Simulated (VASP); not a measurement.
Wanted: the native input for a VASP 6.6.1 run.

```
Task                   : single point
Functional             : PBEsol
Potentials or basis    : VASP PAW PBE potentials, release 64 (Al, N)
Cutoff                 : 520 eV
k mesh                 : 10 × 10 × 10
Occupations            : gaussian, width 0.05 eV
Spin                   : no spin polarisation
Dipole correction      : no
Further INCAR settings : ALGO = Normal; EDIFF = 1e-07; NBANDS = 11
```

The structure of AlN lies in POSCAR:

```
AlN
1.0
    0.0000000000      2.1886566781      2.1886566781
    2.1886566781      0.0000000000      2.1886566781
    2.1886566781      2.1886566781      0.0000000000
Al N
1 1
Direct
    0.0000000000      0.0000000000      0.0000000000
    0.7500000000      0.7500000000      0.7500000000
```

These files were run (other wordings do the same):

INCAR

```
ALGO = Normal
EDIFF = 1E-7
ENCUT = 520
GGA = PS
ISIF = 2
ISMEAR = 0
LASPH = T
LCHARG = T
LELF = T
LREAL = F
LVHAR = T
LWAVE = F
NBANDS = 11
NELM = 100
PREC = Accurate
SIGMA = 0.05
```

KPOINTS

```
k-points
0
Gamma
  10 10 10
```

Potentials or basis: VASP PAW PBE potentials, release 64 (Al, N).

The run is started by

```console
$ cat potpaw_PBE.64/Al/POTCAR potpaw_PBE.64/N/POTCAR > POTCAR
$ mpirun -np 1 vasp_std > vasp.out
```

It gave:

The pressure is 0.0 GPa. The band gap on the k mesh is 3.18 eV, indirect (least direct gap 4.08 eV).

Caveat: the PAW data sets were made with another functional, which shifts forces and pressure a little.

Run time: 8.4 s on 1 thread of Intel(R) Xeon(R) Platinum 8488C (Sapphire Rapids), with other jobs on the host, peak memory 0.13 GiB.
